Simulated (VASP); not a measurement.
Input of a VASP 6.6.1 run:

INCAR

```
SYSTEM = CuO
ALGO = Normal ; EDIFF = 1E-7
EDIFFG = -0.01 ; ENCUT = 600
GGA = PE ; IBRION = 2
ISIF = 3 ; ISMEAR = -1
LASPH = .True. ; LCHARG = .False.
LREAL = .False. ; LWAVE = .False.
NELM = 80 ; NSW = 60
PREC = Accurate ; PSTRESS = 20.0
SIGMA = 0.05
```

The input KPOINTS:

```
k-points
0
Gamma
  10 10 10
  0 0 0
```

File POSCAR:

```
CuO
1.0
    2.5525506100      0.0000000000      0.0000000000
    0.0000000000      2.5525506100      0.0000000000
    0.0000000000      0.0000000000      2.5525506100
Cu O
1 1
Direct
    0.0000000000      0.0000000000      0.0000000000
    0.5000000000      0.5000000000      0.5000000000
```

Potentials or basis: VASP PAW PBE potentials, release 64 (Cu, O).

Launch:

```sh
$ cat potpaw_PBE.64/Cu/POTCAR potpaw_PBE.64/O/POTCAR > POTCAR
$ mpirun -np 1 vasp_std > vasp.out
```

What does it give for the relaxed cell?

a = 2.626 Å, b = 2.626 Å, c = 2.626 Å, α = 90.00°, β = 90.00°, γ = 90.00°.

Estimate the relaxed volume.

9.06 Å³/atom.

What does it give for the space group after relaxing (to 0.05 Å)?

Pm-3m (No. 221).

Final structure:
```
CELL_PARAMETERS angstrom
2.62646 0.00000 0.00000
0.00000 2.62646 0.00000
0.00000 0.00000 2.62646
ATOMIC_POSITIONS crystal
Cu 0.00000 0.00000 0.00000
O 0.50000 0.50000 0.50000
```

Caveat: the cell is relaxed towards a set pressure, so the enthalpy falls and the energy may rise; an odd number of electrons without spin polarisation forces a metal; a magnetic or distorted state may lie lower.
